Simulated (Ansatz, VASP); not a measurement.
# Two plane-wave programs on BN

File INCAR:

```
SYSTEM = BN
PREC = Accurate ; ENCUT = 520
EDIFF = 1E-7 ; ISMEAR = -1
SIGMA = 0.05 ; LREAL = .FALSE.
LASPH = .TRUE. ; NELM = 100
ALGO = Normal ; ISIF = 2
LWAVE = .FALSE. ; LCHARG = .TRUE.
GGA = RP ; LELF = .TRUE.
LVHAR = .TRUE. ; NBANDS = 16
```

File KPOINTS:

```
Automatic mesh
0
G
  12 12 4
  0 0 0
```

The input POSCAR:

```
BN
1.0
    2.4982400000      0.0000000000      0.0000000000
   -1.2491200000      2.1635393048      0.0000000000
    0.0000000000      0.0000000000      6.6357000000
N B
2 2
Direct
    0.6666666667      0.3333333333      0.2500000000
    0.3333333333      0.6666666667      0.7500000000
    0.6666666667      0.3333333333      0.7500000000
    0.3333333333      0.6666666667      0.2500000000
```

The input input.yaml:

```yaml
crystal:
  lattice:
    - [2.49824, 0.0, 0.0]
    - [-1.24912, 2.1635393048, 0.0]
    - [0.0, 0.0, 6.6357]
  atoms:
    - { symbol: "N", position: [0.6666666667, 0.3333333333, 0.25] }
    - { symbol: "N", position: [0.3333333333, 0.6666666667, 0.75] }
    - { symbol: B, position: [0.6666666667, 0.3333333333, 0.75] }
    - { symbol: B, position: [0.3333333333, 0.6666666667, 0.25] }
hamiltonian:
  xc: rpbe
  pseudopotentials: { kind: paw }
kpoints:
  mp_grid: { grid: [12, 12, 4] }
  band_path:
    path:
      - [[0.0, 0.0, 0.0], [0.5, 0.0, 0.0], [0.3333333333, 0.3333333333, 0.0], [0.0, 0.0, 0.0], [0.0, 0.0, 0.5], [0.5, 0.0, 0.5], [0.3333333333, 0.3333333333, 0.5], [0.0, 0.0, 0.5]]
      - [[0.5, 0.0, 0.5], [0.5, 0.0, 0.0]]
      - [[0.3333333333, 0.3333333333, 0.0], [0.3333333333, 0.3333333333, 0.5]]
    npoints: 14
scf:
  occupations: { method: fermi_dirac, width: 0.05 }
  n_extra_bands: 10
output:
  forces: true
  stress: true
  eigenvalues: true
  fatbands: true
```

Alike in both runs: functional RPBE; k mesh 12 × 12 × 4; occupations fermi-dirac, width 0.05 eV; no spin polarisation.

|  | VASP | Ansatz |
| --- | --- | --- |
| version | VASP 6.6.1 | Ansatz 0.2.0 |
| potentials or method | VASP PAW PBE potentials, release 64 (N, B) | Ansatz PAW |
| plane-wave cutoff (eV) | 520 | 420 |
| valence electrons in the cell | 16 | 16 |
| task | single point | band structure |

```tsv
	VASP	Ansatz	Ansatz less VASP
gap on the k mesh at the Fermi level (eV)	4.40	4.41	+0.011
least direct gap on the mesh (eV)	4.73	4.74	+0.007
pressure (GPa)	9.1	9.0	-0.06
traceless stress, the component that is largest in VASP (GPa)	-4.12	-3.90	+0.219
```

VASP's potentials were made for PBE, not for RPBE.
